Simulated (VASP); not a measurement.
Wanted: the native input for a VASP 6.6.1 run.

```yaml
Task: single point
Functional: PBE
Dispersion: D3(BJ)
Potentials_or_basis: VASP PAW PBE potentials, release 64 (Ba_sv, Te)
Cutoff: 500 eV
k_mesh: 6 × 6 × 6
Occupations: gaussian, width 0.01 eV
Spin: no spin polarisation
Dipole_correction: no
Further_INCAR_settings: ALGO = Normal; EDIFF = 1e-06; NBANDS = 15
```

The structure of BaTe lies in POSCAR:

```
BaTe
1.0
    0.0000000000      3.2923188015      3.2923188015
    3.2923188015      0.0000000000      3.2923188015
    3.2923188015      3.2923188015      0.0000000000
Ba Te
1 1
Direct
    0.0000000000      0.0000000000      0.0000000000
    0.5000000000      0.5000000000      0.5000000000
```

One way to write it, as run:

INCAR

```
SYSTEM = BaTe
PREC = Accurate
ENCUT = 500
EDIFF = 1E-6
ISMEAR = 0
SIGMA = 0.01
LREAL = .False.
LASPH = .True.
NELM = 120
ALGO = Normal
ISIF = 2
LWAVE = .False.
LCHARG = .False.
GGA = PE
IVDW = 12
NBANDS = 15
GGA_COMPAT = .False.
```

KPOINTS

```
Automatic mesh
0
Gamma
  6 6 6
  0 0 0
```

Potentials or basis: VASP PAW PBE potentials, release 64 (Ba_sv, Te).

Command:

```sh
$ cat potpaw_PBE.64/Ba_sv/POTCAR potpaw_PBE.64/Te/POTCAR > POTCAR
$ mpirun -np 1 vasp_std > vasp.out
```

It gave:

```yaml
Pressure: 8.4 GPa
Band_gap_on_the_k_mesh: 1.01 eV, indirect (least direct gap 1.36 eV)
Dispersion_energy_per_atom: -0.380 eV
```

Caveat: three body term missing; spin-orbit coupling is left out, which moves the levels of the heavy elements.

It took 23 s on 1 thread of Intel Xeon 8259CL, with other jobs on the host, peak memory 0.22 GiB.
